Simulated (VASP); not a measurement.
Set up this calculation in VASP 6.6.1, as the native input.

- Task: single point
- Functional: PBE
- Potentials or basis: VASP PAW PBE potentials, release 64 (Li_sv)
- Cutoff: 520 eV
- k mesh: 16 × 16 × 16
- Occupations: fermi-dirac, width 0.1 eV
- Spin: no spin polarisation
- Dipole correction: no
- Further INCAR settings: ALGO = Normal; EDIFF = 1e-06; NBANDS = 12

The structure of Li lies in POSCAR:

```
Li
1.0
    1.5916541752      0.9189419665      7.7461295165
   -1.5916541752      0.9189419665      7.7461295165
    0.0000000000     -1.8378839330      7.7461295165
Li
3
Direct
    0.0000000000      1.0000000000      1.0000000000
    0.2221855009      0.2221855009      0.2221855009
    0.7778144991      0.7778144991      0.7778144991
```

These files were run (other wordings do the same):

INCAR

```
PREC = Accurate
ENCUT = 520
EDIFF = 1E-6
ISMEAR = -1
SIGMA = 0.1
LREAL = F
LASPH = T
NELM = 80
ALGO = Normal
ISIF = 2
LWAVE = F
LCHARG = F
GGA = PE
NBANDS = 12
```

KPOINTS

```
Automatic mesh
0
Gamma
  16 16 16
```

Potentials or basis: VASP PAW PBE potentials, release 64 (Li_sv).

Launch:

```console
$ cat potpaw_PBE.64/Li_sv/POTCAR > POTCAR
$ mpirun -np 1 vasp_std > vasp.out
```

It gave:

- Band gap on the k mesh: zero (an odd number of electrons rules out a gap without spin polarisation)

Wall time 8.7 min on 1 thread of Intel(R) Xeon(R) 6975P-C (Granite Rapids), on a shared host, peak memory 0.58 GiB.
